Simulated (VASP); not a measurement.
# CrRu (P-6m2) in VASP: notebook

The runs below take CrRu through single point, with LDA.

Program: VASP 6.6.1. These are calculated values, not measurements. Logs are shortened: lines on timing, memory, paths and dates and some standing lists are left out, and cuts for length are marked.

**1. The cell of the first run**

It takes space group P-6m2 (No. 187, hexagonal). Conventional cell: a = 2.699 Å, b = 2.699 Å, c = 4.274 Å, α = 90.00°, β = 90.00°, γ = 120.00°. Cr (site symmetry -6m2) has 6 Ru at 2.64 Å and 6 Cr at 2.70 Å within 3.5 Å. Within 3.5 Å of Ru (site symmetry -6m2) lie 6 Cr at 2.64 Å and 6 Ru at 2.70 Å.

**2. Single point, LDA, collinear spin, ferromagnetic start**

INCAR

```
PREC = Accurate ; ENCUT = 520
EDIFF = 1E-7 ; ISMEAR = -1
SIGMA = 0.1 ; LREAL = False
LASPH = True ; NELM = 150
ALGO = Normal ; ISIF = 2
LWAVE = False ; LCHARG = False
ISPIN = 2 ; MAGMOM = 3.9 0
LORBIT = 11 ; LMAXMIX = 4
NBANDS = 24
```

KPOINTS

```
Automatic mesh
0
Gamma
  12 12 7
```

POSCAR

```
CrRu
1.0
    2.6988013356      0.0000000000      0.0000000000
   -1.3494006678      2.3372300734      0.0000000000
    0.0000000000      0.0000000000      4.2735205495
Cr Ru
1 1
Direct
    0.6666666667      0.3333333333      0.0000000000
    0.3333333333      0.6666666667      0.5000000000
```

Potentials or basis: VASP PAW LDA potentials, release 64 (Cr_pv, Ru_pv).

The run is started by

```
$ cat potpaw_LDA.64/Cr_pv/POTCAR potpaw_LDA.64/Ru_pv/POTCAR > POTCAR
$ mpirun -np 1 vasp_std > vasp.out
```

OUTCAR:

```text
PREC = Accurate
   ENCUT = 520
   EDIFF = 1E-7
   ISMEAR = -1
   LREAL = False
   LASPH = True
   NELM = 150
   ISIF = 2
   ISPIN = 2
   LORBIT = 11

 ion  position               nearest neighbor table
   1  0.667  0.333  0.000-   2 2.64   2 2.64   2 2.64   2 2.64   2 2.64   2 2.64
   2  0.333  0.667  0.500-   1 2.64   1 2.64   1 2.64   1 2.64   1 2.64   1 2.64

  LATTYP: Found a hexagonal cell.
 ALAT       =     2.6988013356
 C/A-ratio  =     1.5834883780

  Lattice vectors:

 A1 = (   2.6988013356,   0.0000000000,   0.0000000000)
 A2 = (  -1.3494006678,   2.3372300734,   0.0000000000)
 A3 = (   0.0000000000,   0.0000000000,   4.2735205495)

Analysis of symmetry for initial positions (statically):
=====================================================================
 Subroutine PRICEL returns:
 Original cell was already a primitive cell.

 Routine SETGRP: Setting up the symmetry group for a
 hexagonal supercell.

 Subroutine GETGRP returns: Found 12 space group operations
 (whereof 12 operations were pure point group operations)
 out of a pool of 24 trial point group operations.

The static configuration has the point symmetry D_3h.

Analysis of symmetry for dynamics (positions and initial velocities):
=====================================================================
 Subroutine PRICEL returns:
 Original cell was already a primitive cell.

 Routine SETGRP: Setting up the symmetry group for a
 hexagonal supercell.

 Subroutine GETGRP returns: Found 12 space group operations
 (whereof 12 operations were pure point group operations)
 out of a pool of 24 trial point group operations.

The dynamic configuration has the point symmetry D_3h.

Analysis of structural, dynamic, and magnetic symmetry:
=====================================================================
 Subroutine PRICEL returns:
 Original cell was already a primitive cell.

 Routine SETGRP: Setting up the symmetry group for a
 hexagonal supercell.

 Subroutine GETGRP returns: Found 12 space group operations
 (whereof 12 operations were pure point group operations)
 out of a pool of 24 trial point group operations.

The overall configuration has the point symmetry D_3h.

 Subroutine INISYM returns: Found 12 space group operations
 (whereof 12 operations are pure point group operations),
 and found     1 'primitive' translations

----------------------------------------------------------------------------------------

                                     Primitive cell

  volume of cell :      26.9562

  direct lattice vectors                    reciprocal lattice vectors
     2.698801336  0.000000000  0.000000000     0.370534869  0.213928447  0.000000000
    -1.349400668  2.337230073  0.000000000     0.000000000  0.427856894  0.000000000
     0.000000000  0.000000000  4.273520549     0.000000000  0.000000000  0.233999109

  length of vectors
     2.698801336  2.698800952  4.273520549     0.427856833  0.427856894  0.233999109

  position of ions in fractional coordinates (direct lattice)
     0.666666667  0.333333333  0.000000000
     0.333333333  0.666666667  0.500000000

  ion indices of the primitive-cell ions
   primitive index   ion index
                 1           1
                 2           2

----------------------------------------------------------------------------------------

 KPOINTS: Automatic mesh

Automatic generation of k-mesh.
 Grid dimensions read from file:
 generate k-points for:   12   12    7

 Generating k-lattice:

  Cartesian coordinates                     Fractional coordinates (reciprocal lattice)
     0.030877906  0.017827371  0.000000000     0.083333333  0.000000000  0.000000000
     0.000000000  0.035654741  0.000000000     0.000000000  0.083333333  0.000000000
     0.000000000  0.000000000  0.033428444     0.000000000  0.000000000  0.142857143

  Length of vectors
     0.035654736  0.035654741  0.033428444

  Shift w.r.t. Gamma in fractional coordinates (k-lattice)
     0.000000000  0.000000000  0.000000000

 Subroutine IBZKPT returns following result:
 ===========================================

 Found     76 irreducible k-points:

 Following reciprocal coordinates:
            Coordinates               Weight
  0.000000  0.000000  0.000000      1.000000
  0.083333  0.000000  0.000000      6.000000
  0.166667  0.000000  0.000000      6.000000
  0.250000  0.000000  0.000000      6.000000
  0.333333  0.000000  0.000000      6.000000
  0.416667  0.000000  0.000000      6.000000
[... 16 lines left out ...]
  0.250000  0.000000  0.142857     12.000000
  0.333333  0.000000  0.142857     12.000000
 [... further k-points ...]
   k-points           NKPTS =     76   k-points in BZ     NKDIM =     76   number of bands    NBANDS=     24
   number of dos      NEDOS =    301   number of ions     NIONS =      2
   total plane-waves  NPLWV =  12800
   dimension x,y,z NGX =    20 NGY =   20 NGZ =   32
   dimension x,y,z NGXF=    40 NGYF=   40 NGZF=   64
   ions per type =               1   1
   NGX,Y,Z   is equivalent  to a cutoff of  12.32, 12.32, 12.45 a.u.
   NGXF,Y,Z  is equivalent  to a cutoff of  24.64, 24.64, 24.90 a.u.
 SYSTEM =  unknown system
   PREC   = accura    normal or accurate (medium, high low for compatibility)
   ISTART =      0    job   : 0-new  1-cont  2-samecut
   ICHARG =      2    charge: 1-file 2-atom 10-const
   ISPIN  =      2    spin polarized calculation?
   LNONCOLLINEAR =      F non collinear calculations
   LSORBIT =      F    spin-orbit coupling
   LASPH  =      T    aspherical Exc in radial PAW
   ENCUT  =  520.0 eV  38.22 Ry    6.18 a.u.   5.02  5.02  7.95*2*pi/ulx,y,z
   NELM   =    150;   NELMIN=  2; NELMDL= -5     # of ELM steps
   EDIFF  = 0.1E-06   stopping-criterion for ELM
   LREAL  =      F    real-space projection
   EDIFFG = 0.1E-05   stopping-criterion for IOM
   NSW    =      0    number of steps for IOM
   IBRION =     -1    ionic relax: 0-MD 1-quasi-New 2-CG
   NFREE  =      0    steps in history (QN), initial steepest desc. (CG)
   ISIF   =      2    stress and relaxation
   ISYM   =      2    0-nonsym 1-usesym 2-fastsym
   POTIM  = 0.5000    time-step for ionic-motion
   TEBEG  =    0.0;   TEEND  =   0.0 temperature during run
   PSTRESS=    0.0 pullay stress
   NELECT =      26.0000    total number of electrons
   NUPDOWN=      -1.0000    fix difference up-down
   EMIN   =  10.00;   EMAX   =-10.00  energy-range for DOS
   EFERMI =   0.00;   METHOD = LEGACY
   ISMEAR =    -1;   SIGMA  =   0.10  broadening in eV -4-tet -1-fermi 0-gaus
   EFERMI_NEDOS =   21; number of points for ismear=-14 and -15
   IALGO  =     38    algorithm
   IMIX   =      4    mixing-type and parameters
     AMIX     =   0.40;   BMIX     =  1.00
     AMIX_MAG =   1.60;   BMIX_MAG =  1.00
  volume/ion in A,a.u.               =      13.48        90.95
  Fermi-wavevector in a.u.,A,eV,Ry     =   1.617508  3.056648 35.597379  2.616334
  Thomas-Fermi vector in A             =   2.711922
   LORBIT       =     11    0 simple, 1 ext, 2 COOP (PROOUT), +10 PAW based schemes
   GGA     = CA    functional components
   LHFCALC =     F    Hartree Fock is set to
   AEXX    =    0.0000 exact exchange contribution
   IVDW    =     0    specifies the selected vdW correction
   LEPSILON=     F    determine dielectric tensor
   LRPA    =     F    only Hartree local field effects (RPA)
 spin polarized calculation
  energy-cutoff  :      520.00
  volume of cell :       26.96
 maximum number of plane-waves:       744
 NGX is ok and might be reduce to    20
   NGX =  9   NGY =  9   NGZ = 15

 number of electron      26.0000002 magnetization       0.0002841

 Free energy of the ion-electron system (eV)
  ---------------------------------------------------
  ext. energy  EPLUGINS =         0.00000000
  ---------------------------------------------------
  free energy    TOTEN  =       -20.87041872 eV

  energy without entropy =      -20.78122430  energy(sigma->0) =      -20.82582151

 E-fermi :  10.5136     XC(G=0): -13.7700

 val. band max:       10.5063946581   @ k =   0.0833   0.0000   0.1429
 cond. band min:      10.5165015516   @ k =   0.0833   0.0000   0.0000
 fundamental gap:      0.0101068935
 Fermi energy:        10.5136272572

 spin component 1

 k-point     1 :       0.0000    0.0000    0.0000
  band No.  band energies     occupation
      1     -32.3949      1.00000
      2     -31.7468      1.00000
      3     -31.7468      1.00000
      4     -31.5189      1.00000
      5     -31.5158      1.00000
      6     -31.5158      1.00000
[... 16 lines left out ...]
     23      30.0422      0.00000
     24      30.8900      0.00000

 k-point     2 :       0.0833    0.0000    0.0000
  band No.  band energies     occupation
      1     -32.3772      1.00000
      2     -31.7759      1.00000
      3     -31.7557      1.00000
      4     -31.5673      1.00000
      5     -31.5260      1.00000
      6     -31.5256      1.00000
[... 586 lines left out ...]
 k-point    24 :       0.3333    0.0000    0.1429
  band No.  band energies     occupation
      1     -32.2343      1.00000
      2     -32.0692      1.00000
      3     -32.0082      1.00000
      4     -31.8429      1.00000
      5     -31.6281      1.00000
      6     -31.6274      1.00000
[... 16 lines left out ...]
     23      26.0168      0.00000
     24      26.5246      0.00000

 [... further k-points ...]

 spin component 2

 k-point     1 :       0.0000    0.0000    0.0000
  band No.  band energies     occupation
      1     -32.3947      1.00000
      2     -31.7465      1.00000
      3     -31.7465      1.00000
      4     -31.5188      1.00000
      5     -31.5158      1.00000
      6     -31.5158      1.00000
[... 16 lines left out ...]
     23      30.0423      0.00000
     24      30.8901      0.00000

 k-point     2 :       0.0833    0.0000    0.0000
  band No.  band energies     occupation
      1     -32.3771      1.00000
      2     -31.7757      1.00000
      3     -31.7555      1.00000
      4     -31.5673      1.00000
      5     -31.5259      1.00000
      6     -31.5256      1.00000
[... 586 lines left out ...]
 k-point    24 :       0.3333    0.0000    0.1429
  band No.  band energies     occupation
      1     -32.2342      1.00000
      2     -32.0691      1.00000
      3     -32.0080      1.00000
      4     -31.8427      1.00000
      5     -31.6281      1.00000
      6     -31.6274      1.00000
[... 16 lines left out ...]
     23      26.0169      0.00000
     24      26.5246      0.00000

 [... further k-points ...]
[... 5 lines left out ...]
  --------------------------------------------------------------------------------------
  -------------------------------------------------------------------------------------
  Total       -4.1089817     -4.1089802     -4.5984688     -0.0000000      0.0000000      0.0000000
  in kB     -244.2230297   -244.2229371   -273.3163722     -0.0000000      0.0000000      0.0000000
  external PRESSURE =    -253.9207797 kB  Pullay stress =       0.0000000 kB

 VOLUME and BASIS-vectors are now :
 -----------------------------------------------------------------------------
  energy-cutoff  :      520.00
  volume of cell :       26.96
      direct lattice vectors                 reciprocal lattice vectors
     2.698801336  0.000000000  0.000000000     0.370534869  0.213928447  0.000000000
    -1.349400668  2.337230073  0.000000000     0.000000000  0.427856894  0.000000000
     0.000000000  0.000000000  4.273520549     0.000000000  0.000000000  0.233999109

 POSITION                                       TOTAL-FORCE (eV/Angst)
 -----------------------------------------------------------------------------------
      1.34940      0.77908      0.00000         0.000000      0.000000      0.000000
     -0.00000      1.55815      2.13676        -0.000000     -0.000000      0.000000
 -----------------------------------------------------------------------------------
    total drift:                                0.000001      0.000000     -0.000000

  FREE ENERGIE OF THE ION-ELECTRON SYSTEM (eV)
  ---------------------------------------------------
  free  energy   TOTEN  =       -20.8704187245 eV

  energy  without entropy=      -20.7812242956  energy(sigma->0) =      -20.82582151

 total charge

# of ion       s       p       d       tot
------------------------------------------
    1        0.383   6.308   4.134  10.825
    2        0.414   6.288   5.962  12.665
--------------------------------------------------
tot          0.797  12.597  10.096  23.490

 magnetization (x)

# of ion       s       p       d       tot
------------------------------------------
    1        0.000   0.000   0.000   0.000
    2       -0.000   0.000  -0.000  -0.000
--------------------------------------------------
tot          0.000   0.000   0.000   0.000
```

Wall time 2.5 min (1 thread of Intel Xeon 8259CL, shared host); peak memory 0.19 GiB.

Results:

```yaml
Free_energy: -20.8704 eV
Pressure: -25.4 GPa
Band_gap_on_the_k_mesh: zero (filled and empty bands overlap)
Net_moment: 0.00 μB per cell
Valence_electrons_inside_the_program's_atomic_spheres: Cr 10.82; Ru 12.66
```

Stress tensor (GPa, compression positive):
```
-24.42   0.00   0.00
  0.00 -24.42   0.00
  0.00   0.00 -27.33
```

Caveat: the cell stands under tension; the moments typed at the start vanished in this run.

**3. Single point, LDA, collinear spin, ferromagnetic start**

This run uses another cell than the first one, of 14.00 Å³/atom.

INCAR

```
SYSTEM = CrRu
  PREC = Accurate
  ENCUT = 520
  EDIFF = 1E-6
  ISMEAR = -1
  SIGMA = 0.1
  LREAL = .False.
  LASPH = .True.
  NELM = 150
  ALGO = Normal
  ISIF = 2
  LWAVE = .False.
  LCHARG = .False.
  ISPIN = 2
  MAGMOM = 3.9 0
  LORBIT = 11
  LMAXMIX = 4
  GGA = CA
  NBANDS = 24
```

KPOINTS

```
Automatic mesh
0
Gamma
  12 12 7
  0 0 0
```

POSCAR

```
CrRu
1.0
    2.7329670048      0.0000000000      0.0000000000
   -1.3664835024      2.3668184052      0.0000000000
    0.0000000000      0.0000000000      4.3276214896
Cr Ru
1 1
Direct
    0.6666666667      0.3333333333      0.0000000000
    0.3333333333      0.6666666667      0.5000000000
```

Potentials or basis: VASP PAW LDA potentials, release 64 (Cr_pv, Ru_pv).

The run is started by

```
$ cat potpaw_LDA.64/Cr_pv/POTCAR potpaw_LDA.64/Ru_pv/POTCAR > POTCAR
$ mpirun -np 1 vasp_std > vasp.out
```

OUTCAR:

```text
SYSTEM = CrRu
   PREC = Accurate
   ENCUT = 520
   EDIFF = 1E-6
   ISMEAR = -1
   LREAL = .False.
   LASPH = .True.
   NELM = 150
   ISIF = 2
   ISPIN = 2
   LORBIT = 11
   GGA = CA

 ion  position               nearest neighbor table
   1  0.667  0.333  0.000-   2 2.68   2 2.68   2 2.68   2 2.68   2 2.68   2 2.68
   2  0.333  0.667  0.500-   1 2.68   1 2.68   1 2.68   1 2.68   1 2.68   1 2.68

  LATTYP: Found a hexagonal cell.
 ALAT       =     2.7329670048
 C/A-ratio  =     1.5834883780

  Lattice vectors:

 A1 = (   2.7329670048,   0.0000000000,   0.0000000000)
 A2 = (  -1.3664835024,   2.3668184052,   0.0000000000)
[... 1509 lines left out ...]

 VOLUME and BASIS-vectors are now :
 -----------------------------------------------------------------------------
  energy-cutoff  :      520.00
  volume of cell :       27.99
      direct lattice vectors                 reciprocal lattice vectors
     2.732967005  0.000000000  0.000000000     0.365902698  0.211254061  0.000000000
    -1.366483502  2.366818405  0.000000000     0.000000000  0.422508122  0.000000000
     0.000000000  0.000000000  4.327621490     0.000000000  0.000000000  0.231073813

 POSITION                                       TOTAL-FORCE (eV/Angst)
 -----------------------------------------------------------------------------------
      1.36648      0.78894      0.00000        -0.000000     -0.000000      0.000000
     -0.00000      1.57788      2.16381         0.000000      0.000000      0.000000
 -----------------------------------------------------------------------------------
    total drift:                               -0.000000      0.000001     -0.000000

  FREE ENERGIE OF THE ION-ELECTRON SYSTEM (eV)
  ---------------------------------------------------
  free  energy   TOTEN  =       -20.6840658293 eV

  energy  without entropy=      -20.5896100069  energy(sigma->0) =      -20.63683792

 total charge

# of ion       s       p       d       tot
------------------------------------------
    1        0.372   6.288   4.098  10.758
    2        0.400   6.268   5.928  12.596
--------------------------------------------------
tot          0.772  12.556  10.025  23.354

 magnetization (x)

# of ion       s       p       d       tot
------------------------------------------
    1        0.000   0.000   0.001   0.001
    2       -0.000   0.000  -0.000  -0.000
--------------------------------------------------
tot          0.000   0.000   0.001   0.001
```

Wall time 2.6 min (1 thread of Intel Xeon 8259CL, shared host); peak memory 0.19 GiB.

Results:

| Property | Result |
| --- | --- |
| Free energy | -20.6841 eV |
| Pressure | -32.1 GPa |
| Band gap on the k mesh | zero (filled and empty bands overlap) |
| Net moment | 0.00 μB per cell |
| Valence electrons inside the program's atomic spheres | Cr 10.76; Ru 12.60 |

Stress tensor (GPa, compression positive):
```
-31.10   0.00   0.00
  0.00 -31.10   0.00
  0.00   0.00 -34.06
```

Caveat: the cell stands under tension; an empty level that is flat over the whole mesh can mark a ghost state of the potentials, or a narrow d or f band; the moments typed at the start vanished in this run.

**4. Single point, LDA, collinear spin, ferromagnetic start**

This run uses another cell than the first one, of 14.51 Å³/atom.

INCAR

```
SYSTEM = CrRu
PREC = Accurate ; ENCUT = 520
EDIFF = 1E-6 ; ISMEAR = -1
SIGMA = 0.1 ; LREAL = .FALSE.
LASPH = .TRUE. ; NELM = 150
ALGO = Normal ; ISIF = 2
LWAVE = .FALSE. ; LCHARG = .FALSE.
ISPIN = 2 ; MAGMOM = 3.9 0
LORBIT = 11 ; LMAXMIX = 4
NBANDS = 24
```

KPOINTS

```
Automatic mesh
0
G
  12 12 7
  0 0 0
```

POSCAR

```
CrRu
1.0
    2.7662991558      0.0000000000      0.0000000000
   -1.3831495779      2.3956848892      0.0000000000
    0.0000000000      0.0000000000      4.3804025633
Cr Ru
1 1
Direct
    0.6666666667      0.3333333333      0.0000000000
    0.3333333333      0.6666666667      0.5000000000
```

The run is started by

```
$ cat potpaw_LDA.64/Cr_pv/POTCAR potpaw_LDA.64/Ru_pv/POTCAR > POTCAR
$ mpirun -np 1 vasp_std > vasp.out
```

It took 3 min on 1 thread of Intel Xeon 8259CL, shared host; peak memory 0.21 GiB.

The run converged. Its results:

| Item | Value |
| --- | --- |
| Free energy | -20.4592 eV |
| Pressure | -37.3 GPa |
| Band gap on the k mesh | zero (filled and empty bands overlap) |
| Net moment | 0.00 μB per cell |
| Valence electrons inside the program's atomic spheres | Cr 10.70; Ru 12.54 |

Stress tensor (GPa, compression positive):
```
-36.33   0.00   0.00
  0.00 -36.33   0.00
  0.00   0.00 -39.33
```

Levels at points of the mesh, in eV from the Fermi level:
Spin up:
```tsv
k point	band 10	band 11	band 12	band 13	band 14	band 15	band 16	band 17
(0.00, 0.00, 0.00)	-1.75	-0.77	-0.27	-0.27	-0.11	-0.11	1.19	1.58
(0.50, 0.00, 0.00)	-1.47	-1.20	-0.66	-0.20	1.70	1.97	2.01	3.46
```
Spin down:
```tsv
k point	band 9	band 10	band 11	band 12	band 13	band 14	band 15	band 16	band 17	band 18
(0.00, 0.00, 0.00)	-1.75	-1.75	-0.76	-0.27	-0.27	-0.10	-0.10	1.19	1.58	1.58
(0.50, 0.00, 0.00)	-3.28	-1.47	-1.20	-0.66	-0.19	1.70	1.97	2.01	3.46	5.31
```

Caveat: the cell stands under tension; the moments typed at the start vanished in this run.
